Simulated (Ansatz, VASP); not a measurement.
**Nb: VASP beside Ansatz**

Contents of POSCAR:

```
Nb
1.0
    0.0000000000      2.7527353420      2.7527353420
    2.7527353420      0.0000000000      2.7527353420
    2.7527353420      2.7527353420      0.0000000000
Nb
2
Direct
    0.5000000000      0.5000000000      0.5000000000
    0.7500000000      0.7500000000      0.7500000000
```

File INCAR.step1:

```
  PREC = Accurate
  ENCUT = 600
  ISMEAR = 0
  SIGMA = 0.1
  LREAL = F
  LASPH = T
  NELM = 60
  GGA = PE
  ALGO = Normal
  EDIFF = 1E-4
  LWAVE = T
  LCHARG = F
```

INCAR.step2

```
  PREC = Accurate
  ENCUT = 600
  EDIFF = 1E-6
  ISMEAR = 0
  SIGMA = 0.1
  LREAL = F
  LASPH = T
  NELM = 60
  ALGO = Normal
  ISIF = 3
  LWAVE = F
  LCHARG = F
  METAGGA = R2SCAN
  LMIXTAU = T
  IBRION = 2
  NSW = 90
  EDIFFG = -0.04
  ISTART = 1
```

The input KPOINTS:

```
Automatic mesh
0
Gamma
  6 6 6
```

Input for Ansatz:

```yaml
crystal:
  lattice:
    - [0.0, 2.752735342, 2.752735342]
    - [2.752735342, 0.0, 2.752735342]
    - [2.752735342, 2.752735342, 0.0]
  atoms:
    - { symbol: Nb, position: [0.5, 0.5, 0.5] }
    - { symbol: Nb, position: [0.75, 0.75, 0.75] }
basis:
  ecutwfc: 500
kpoints:
  mp_grid: { grid: [6, 6, 6] }
hamiltonian:
  xc: r2scan
scf:
  occupations: { method: gaussian, width: 0.1 }
  lower_state_search: "off"
output:
  forces: true
  stress: true
  eigenvalues: true
relax:
  adjacent_minimum: "off"
  f_tol: 0.04
  max_steps: 70
  cell: { stress_tol: 0.4 }
```

Alike in both runs: task relaxation of cell and atoms; functional r2SCAN; k mesh 6 × 6 × 6; occupations gaussian, width 0.1 eV; no spin polarisation.

|  | VASP | Ansatz |
| --- | --- | --- |
| version | VASP 6.6.1 | Ansatz 0.2.0 |
| potentials or method | VASP PAW PBE potentials, release 64 (Nb_sv), cutoff 600 eV | scalar-relativistic, plane waves, PAW |
| valence electrons in the cell | 26 | 26 |

Ansatz gave:

```
gap on the k mesh at the Fermi level, each at its own relaxed structure (eV) : none
relaxed volume (Å³/atom)                                                     : 25.12
relaxed cell length with the largest relative difference (Å)                 : 4.142
```

Task: Which values does VASP return?

Result: gap on the k mesh at the Fermi level, each at its own relaxed structure (eV): none; relaxed volume (Å³/atom): 25.18; relaxed cell length with the largest relative difference (Å): 4.145.

VASP's potentials were made for PBE, not for r2SCAN. A gap of «none» marks a metal or a gap that the smearing closes.

Noted on VASP's run: the volume moved by over 15 % at a fixed basis, so the end points are rough.
